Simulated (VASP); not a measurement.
# BaTiO3 (Pm-3m) in VASP: further runs

Runs on BaTiO3. Level: PBE. Tasks: relaxation of the atoms.

All numbers are computed with VASP 6.6.1; they aren't measurements. Logs are shortened: lines on timing, memory, paths and dates and some standing lists are left out, and cuts for length are marked.

## 1. The cell of the first run

Symmetry: Pm-3m, No. 221, cubic system. The conventional cell has a = 3.924 Å, b = 3.924 Å, c = 3.924 Å, α = 90.00°, β = 90.00°, γ = 90.00°. Within 3.7 Å of Ba (site symmetry m-3m) lie 12 O at 2.77 Å and 8 Ti at 3.40 Å. Ti (site symmetry m-3m) has 6 O at 1.96 Å within 2.6 Å. Within 2.6 Å of O (site symmetry 4/mmm) lie 2 Ti at 1.96 Å.

## 2. Relaxation of the atoms, PBE (12.09 Å³/atom)

Contents of INCAR:

```
ALGO = Normal
EDIFF = 1E-6
EDIFFG = -0.02
ENCUT = 520
GGA = PE
IBRION = 2
ISIF = 2
ISMEAR = -1
LASPH = True
LCHARG = False
LREAL = False
LWAVE = False
NELM = 100
NSW = 80
PREC = Accurate
SIGMA = 0.02
```

Contents of KPOINTS:

```
k-points
0
Gamma
  8 8 8
```

Contents of POSCAR:

```
BaTiO3
1.0
    3.9242219515      0.0000000000      0.0000000000
    0.0000000000      3.9242219515      0.0000000000
    0.0000000000      0.0000000000      3.9242219515
Ba Ti O
1 1 3
Direct
    0.5000000000      0.5000000000      0.5000000000
    0.0000000000      0.0000000000      0.0000000000
    0.5000000000      0.0000000000      0.0000000000
    0.0000000000      0.5000000000      0.0000000000
    0.0000000000      0.0000000000      0.5000000000
```

Potentials or basis: VASP PAW PBE potentials, release 64 (Ba_sv, Ti_sv, O).

The run is started by

```bash
> cat potpaw_PBE.64/Ba_sv/POTCAR potpaw_PBE.64/Ti_sv/POTCAR potpaw_PBE.64/O/POTCAR > POTCAR
> mpirun -np 1 vasp_std > vasp.out
```

OUTCAR:

```text
EDIFF = 1E-6
   EDIFFG = -0.02
   ENCUT = 520
   GGA = PE
   IBRION = 2
   ISIF = 2
   ISMEAR = -1
   LASPH = True
   LREAL = False
   NELM = 100
   NSW = 80
   PREC = Accurate

 ion  position               nearest neighbor table
   1  0.500  0.500  0.500-   3 2.77   4 2.77   5 2.77   3 2.77   4 2.77   3 2.77   5 2.77   3 2.77
                             4 2.77   5 2.77   4 2.77   5 2.77   2 3.40   2 3.40   2 3.40   2 3.40
   2  0.000  0.000  0.000-   3 1.96   4 1.96   5 1.96   5 1.96   4 1.96   3 1.96   1 3.40   1 3.40
                             1 3.40   1 3.40   1 3.40   1 3.40   1 3.40   1 3.40
   3  0.500  0.000  0.000-   2 1.96   2 1.96   1 2.77   1 2.77   1 2.77   1 2.77
   4  0.000  0.500  0.000-   2 1.96   2 1.96   1 2.77   1 2.77   1 2.77   1 2.77
   5  0.000  0.000  0.500-   2 1.96   2 1.96   1 2.77   1 2.77   1 2.77   1 2.77

  LATTYP: Found a simple cubic cell.
 ALAT       =     3.9242219515

  Lattice vectors:

 A1 = (   3.9242219515,   0.0000000000,   0.0000000000)
 A2 = (   0.0000000000,   3.9242219515,   0.0000000000)
 A3 = (   0.0000000000,   0.0000000000,   3.9242219515)

Analysis of symmetry for initial positions (statically):
=====================================================================
 Subroutine PRICEL returns:
 Original cell was already a primitive cell.

 Routine SETGRP: Setting up the symmetry group for a
 simple cubic supercell.

 Subroutine GETGRP returns: Found 48 space group operations
 (whereof 48 operations were pure point group operations)
 out of a pool of 48 trial point group operations.

The static configuration has the point symmetry O_h .

Analysis of symmetry for dynamics (positions and initial velocities):
=====================================================================
 Subroutine PRICEL returns:
 Original cell was already a primitive cell.

 Routine SETGRP: Setting up the symmetry group for a
 simple cubic supercell.

 Subroutine GETGRP returns: Found 48 space group operations
 (whereof 48 operations were pure point group operations)
 out of a pool of 48 trial point group operations.

The dynamic configuration has the point symmetry O_h .

 Subroutine INISYM returns: Found 48 space group operations
 (whereof 48 operations are pure point group operations),
 and found     1 'primitive' translations

----------------------------------------------------------------------------------------

                                     Primitive cell

  volume of cell :      60.4311

  direct lattice vectors                    reciprocal lattice vectors
     3.924221951  0.000000000  0.000000000     0.254827584  0.000000000  0.000000000
     0.000000000  3.924221951  0.000000000     0.000000000  0.254827584  0.000000000
     0.000000000  0.000000000  3.924221951     0.000000000  0.000000000  0.254827584

  length of vectors
     3.924221951  3.924221951  3.924221951     0.254827584  0.254827584  0.254827584

  position of ions in fractional coordinates (direct lattice)
     0.500000000  0.500000000  0.500000000
     0.000000000  0.000000000  0.000000000
     0.500000000  0.000000000  0.000000000
     0.000000000  0.500000000  0.000000000
     0.000000000  0.000000000  0.500000000

  ion indices of the primitive-cell ions
   primitive index   ion index
                 1           1
                 2           2
                 3           3
                 4           4
                 5           5

----------------------------------------------------------------------------------------

 KPOINTS: k-points

Automatic generation of k-mesh.
 Grid dimensions read from file:
 generate k-points for:    8    8    8

 Generating k-lattice:

  Cartesian coordinates                     Fractional coordinates (reciprocal lattice)
     0.031853448  0.000000000  0.000000000     0.125000000  0.000000000  0.000000000
     0.000000000  0.031853448  0.000000000     0.000000000  0.125000000  0.000000000
     0.000000000  0.000000000  0.031853448     0.000000000  0.000000000  0.125000000

  Length of vectors
     0.031853448  0.031853448  0.031853448

  Shift w.r.t. Gamma in fractional coordinates (k-lattice)
     0.000000000  0.000000000  0.000000000

 Subroutine IBZKPT returns following result:
 ===========================================

 Found     35 irreducible k-points:

 Following reciprocal coordinates:
            Coordinates               Weight
  0.000000  0.000000  0.000000      1.000000
  0.125000  0.000000  0.000000      6.000000
  0.250000  0.000000  0.000000      6.000000
  0.375000  0.000000  0.000000      6.000000
  0.500000  0.000000  0.000000      3.000000
  0.125000  0.125000  0.000000     12.000000
[... 16 lines left out ...]
  0.375000  0.375000  0.125000     24.000000
  0.500000  0.375000  0.125000     24.000000
 [... further k-points ...]
   k-points           NKPTS =     35   k-points in BZ     NKDIM =     35   number of bands    NBANDS=     24
   number of dos      NEDOS =    301   number of ions     NIONS =      5
   total plane-waves  NPLWV =  27000
   dimension x,y,z NGX =    30 NGY =   30 NGZ =   30
   dimension x,y,z NGXF=    60 NGYF=   60 NGZF=   60
   ions per type =               1   1   3
   NGX,Y,Z   is equivalent  to a cutoff of  12.71, 12.71, 12.71 a.u.
   NGXF,Y,Z  is equivalent  to a cutoff of  25.42, 25.42, 25.42 a.u.
 SYSTEM =  unknown system
   PREC   = accura    normal or accurate (medium, high low for compatibility)
   ISTART =      0    job   : 0-new  1-cont  2-samecut
   ICHARG =      2    charge: 1-file 2-atom 10-const
   ISPIN  =      1    spin polarized calculation?
   LNONCOLLINEAR =      F non collinear calculations
   LSORBIT =      F    spin-orbit coupling
   LASPH  =      T    aspherical Exc in radial PAW
   ENCUT  =  520.0 eV  38.22 Ry    6.18 a.u.   7.30  7.30  7.30*2*pi/ulx,y,z
   NELM   =    100;   NELMIN=  2; NELMDL= -5     # of ELM steps
   EDIFF  = 0.1E-05   stopping-criterion for ELM
   LREAL  =      F    real-space projection
   EDIFFG = -.2E-01   stopping-criterion for IOM
   NSW    =     80    number of steps for IOM
   IBRION =      2    ionic relax: 0-MD 1-quasi-New 2-CG
   NFREE  =      1    steps in history (QN), initial steepest desc. (CG)
   ISIF   =      2    stress and relaxation
   ISYM   =      2    0-nonsym 1-usesym 2-fastsym
   POTIM  = 0.5000    time-step for ionic-motion
   TEBEG  =    0.0;   TEEND  =   0.0 temperature during run
   PSTRESS=    0.0 pullay stress
   NELECT =      40.0000    total number of electrons
   NUPDOWN=      -1.0000    fix difference up-down
   EMIN   =  10.00;   EMAX   =-10.00  energy-range for DOS
   EFERMI =   0.00;   METHOD = LEGACY
   ISMEAR =    -1;   SIGMA  =   0.02  broadening in eV -4-tet -1-fermi 0-gaus
   EFERMI_NEDOS =   21; number of points for ismear=-14 and -15
   IALGO  =     38    algorithm
   IMIX   =      4    mixing-type and parameters
     AMIX     =   0.40;   BMIX     =  1.00
     AMIX_MAG =   1.60;   BMIX_MAG =  1.00
  volume/ion in A,a.u.               =      12.09        81.56
  Fermi-wavevector in a.u.,A,eV,Ry     =   1.426728  2.696125 27.695387  2.035554
  Thomas-Fermi vector in A             =   2.546974
   LORBIT       =      0    0 simple, 1 ext, 2 COOP (PROOUT), +10 PAW based schemes
   GGA     = PE    functional components
   LHFCALC =     F    Hartree Fock is set to
   AEXX    =    0.0000 exact exchange contribution
   IVDW    =     0    specifies the selected vdW correction
   LEPSILON=     F    determine dielectric tensor
   LRPA    =     F    only Hartree local field effects (RPA)
 conjugate gradient relaxation of ions
 non-spin polarized calculation
  energy-cutoff  :      520.00
  volume of cell :       60.43
 maximum number of plane-waves:      1647
 NGX is ok and might be reduce to    30
   NGX = 15   NGY = 15   NGZ = 15

 number of electron      39.9999996 magnetization

 Free energy of the ion-electron system (eV)
  ---------------------------------------------------
  ext. energy  EPLUGINS =         0.00000000
  ---------------------------------------------------
  free energy    TOTEN  =       -39.74120013 eV

  energy without entropy =      -39.74120013  energy(sigma->0) =      -39.74120013

 E-fermi :   4.7360     XC(G=0): -11.5758

 val. band max:        4.3045635531   @ k =   0.5000   0.5000   0.5000
 cond. band min:       6.1653241484   @ k =   0.0000   0.0000   0.0000
 fundamental gap:      1.8607605953
 Fermi energy:         4.7359734709

 k-point     1 :       0.0000    0.0000    0.0000
  band No.  band energies     occupation
      1     -52.0793      2.00000
      2     -28.3257      2.00000
      3     -28.3257      2.00000
      4     -28.3257      2.00000
      5     -20.3865      2.00000
      6     -12.7175      2.00000
[... 16 lines left out ...]
     23       6.1653      0.00000
     24       8.6209      0.00000

 k-point     2 :       0.1250    0.0000    0.0000
  band No.  band energies     occupation
      1     -52.0791      2.00000
      2     -28.3361      2.00000
      3     -28.3252      2.00000
      4     -28.3252      2.00000
      5     -20.3630      2.00000
      6     -12.7370      2.00000
[... 16 lines left out ...]
     23       6.5179      0.00000
     24       8.6261      0.00000

 k-point     3 :       0.2500    0.0000    0.0000
  band No.  band energies     occupation
      1     -52.0786      2.00000
      2     -28.3612      2.00000
      3     -28.3242      2.00000
      4     -28.3242      2.00000
      5     -20.3051      2.00000
      6     -12.8469      2.00000
[... 16 lines left out ...]
     23       7.2288      0.00000
     24       8.6325      0.00000
[... 514 lines left out ...]
 k-point    23 :       0.3750    0.3750    0.1250
  band No.  band energies     occupation
      1     -52.0766      2.00000
      2     -28.3819      2.00000
      3     -28.3813      2.00000
      4     -28.3310      2.00000
      5     -20.1388      2.00000
      6     -12.4986      2.00000
[... 16 lines left out ...]
     23       8.3206      0.00000
     24      10.0091      0.00000

 k-point    24 :       0.5000    0.3750    0.1250
  band No.  band energies     occupation
      1     -52.0764      2.00000
      2     -28.3915      2.00000
      3     -28.3809      2.00000
      4     -28.3306      2.00000
      5     -20.1228      2.00000
      6     -12.4415      2.00000
[... 16 lines left out ...]
     23       8.4669      0.00000
     24      10.0366      0.00000

 [... further k-points ...]

------------------------ aborting loop because EDIFF is reached ----------------------------------------

  FORCE on cell =-STRESS in cart. coord.  units (eV):
  Direction    XX          YY          ZZ          XY          YZ          ZX
  --------------------------------------------------------------------------------------
  -------------------------------------------------------------------------------------
  Total        6.0304294      6.0304294      6.0304294      0.0000000     -0.0000000      0.0000000
  in kB      159.8814695    159.8814695    159.8814695      0.0000000     -0.0000000      0.0000000
  external PRESSURE =     159.8814695 kB  Pullay stress =       0.0000000 kB

 VOLUME and BASIS-vectors are now :
 -----------------------------------------------------------------------------
  energy-cutoff  :      520.00
  volume of cell :       60.43
      direct lattice vectors                 reciprocal lattice vectors
     3.924221951  0.000000000  0.000000000     0.254827584  0.000000000  0.000000000
     0.000000000  3.924221951  0.000000000     0.000000000  0.254827584  0.000000000
     0.000000000  0.000000000  3.924221951     0.000000000  0.000000000  0.254827584

 POSITION                                       TOTAL-FORCE (eV/Angst)
 -----------------------------------------------------------------------------------
      1.96211      1.96211      1.96211         0.000000      0.000000      0.000000
      0.00000      0.00000      0.00000         0.000000      0.000000      0.000000
      1.96211      0.00000      0.00000         0.000000      0.000000      0.000000
      0.00000      1.96211      0.00000         0.000000      0.000000      0.000000
      0.00000      0.00000      1.96211         0.000000      0.000000      0.000000
 -----------------------------------------------------------------------------------
    total drift:                                0.000000     -0.000000      0.000000

  FREE ENERGIE OF THE ION-ELECTRON SYSTEM (eV)
  ---------------------------------------------------
  free  energy   TOTEN  =       -39.7412001251 eV

  energy  without entropy=      -39.7412001251  energy(sigma->0) =      -39.74120013

 reached required accuracy - stopping structural energy minimisation
```

Wall time 68 s (1 thread of Intel Xeon Platinum 8259CL at 2.50GHz (Skylake/Cascade Lake), shared host); peak memory 0.2 GiB.

What came out:

```
Free energy             : -39.7412 eV
Pressure after relaxing : 16.0 GPa
Band gap on the k mesh  : 1.86 eV (least direct gap 1.95 eV)
```

Final structure:
```xyz
5
Lattice="3.9242 0.0000 0.0000 0.0000 3.9242 0.0000 0.0000 0.0000 3.9242" Properties=species:S:1:pos:R:3 pbc="T T T"
Ba    1.9621    1.9621    1.9621
Ti    0.0000    0.0000    0.0000
O     1.9621    0.0000    0.0000
O     0.0000    1.9621    0.0000
O     0.0000    0.0000    1.9621
```

Caveat: the relaxation stopped at its first step, so nothing moved; spin-orbit coupling is left out, which moves the levels of the heavy elements. A k mesh can miss the band edges.

## 3. Relaxation of the atoms, PBE (12.34 Å³/atom)

This run uses another cell than the first one, of 12.34 Å³/atom.

Contents of INCAR:

```
ALGO     = Normal         # electronic algorithm
EDIFF    = 1E-6           # SCF threshold, eV
EDIFFG   = -0.02          # ionic threshold
ENCUT    = 520            # plane-wave cutoff, eV
GGA      = PE             # functional
IBRION   = 2              # ionic algorithm
ISIF     = 2              # what is computed and relaxed
ISMEAR   = -1             # smearing method
LASPH    = True           # aspherical terms in the spheres
LCHARG   = False          # write CHGCAR
LREAL    = False          # projectors in reciprocal space
LWAVE    = False          # write WAVECAR
NELM     = 100            # most SCF steps
NSW      = 80             # ionic steps
PREC     = Accurate       # precision mode
SIGMA    = 0.02           # smearing width, eV
```

KPOINTS is that of step 2.

Changes to POSCAR since step 2:

```diff
@@ -2,5 +2,5 @@
 1.0
-    3.9242219515      0.0000000000      0.0000000000
-    0.0000000000      3.9242219515      0.0000000000
-    0.0000000000      0.0000000000      3.9242219515
+    3.9518582279      0.0000000000      0.0000000000
+    0.0000000000      3.9518582279      0.0000000000
+    0.0000000000      0.0000000000      3.9518582279
 Ba Ti O
```

Potentials or basis: VASP PAW PBE potentials, release 64 (Ba_sv, Ti_sv, O).

The run is started by

```bash
> cat potpaw_PBE.64/Ba_sv/POTCAR potpaw_PBE.64/Ti_sv/POTCAR potpaw_PBE.64/O/POTCAR > POTCAR
> mpirun -np 1 vasp_std > vasp.out
```

It took 68 s on 1 thread of Intel Xeon Platinum 8259CL at 2.50GHz (Skylake/Cascade Lake), shared host; peak memory 0.2 GiB.

Results (log left out):

```yaml
Free_energy: -39.8518 eV
Pressure_after_relaxing: 11.3 GPa
Band_gap_on_the_k_mesh: 1.82 eV (least direct gap 1.93 eV)
```

Final structure:
```cif
data_structure
_symmetry_space_group_name_H-M 'P 1'
_symmetry_Int_Tables_number 1
_cell_length_a 3.9519
_cell_length_b 3.9519
_cell_length_c 3.9519
_cell_angle_alpha 90.000
_cell_angle_beta 90.000
_cell_angle_gamma 90.000
_cell_volume 61.72
loop_
_atom_site_label
_atom_site_type_symbol
_atom_site_fract_x
_atom_site_fract_y
_atom_site_fract_z
_atom_site_occupancy
Ba1 Ba 0.50000 0.50000 0.50000 1
Ti1 Ti 0.00000 0.00000 0.00000 1
O1 O 0.50000 0.00000 0.00000 1
O2 O 0.00000 0.50000 0.00000 1
O3 O 0.00000 0.00000 0.50000 1
```

Levels at points of the mesh, in eV from the valence-band top:
| k point | band 18 | band 19 | band 20 | band 21 | band 22 | band 23 |
| --- | --- | --- | --- | --- | --- | --- |
| (0.00, 0.00, 0.00) | -0.11 | -0.11 | -0.11 | 1.82 | 1.82 | 1.82 |
| (0.50, 0.00, 0.00) | -1.87 | -0.71 | -0.71 | 2.00 | 3.68 | 3.68 |
| (0.50, 0.50, 0.00) | -0.85 | -0.85 | -0.10 | 3.69 | 3.69 | 4.12 |
| (0.50, 0.50, 0.50) | 0.00 | 0.00 | 0.00 | 4.40 | 4.40 | 4.40 |

Caveat: the relaxation stopped at its first step, so nothing moved; spin-orbit coupling is left out, which moves the levels of the heavy elements. A k mesh can miss the band edges.

(Continued in part 2 of 2.)
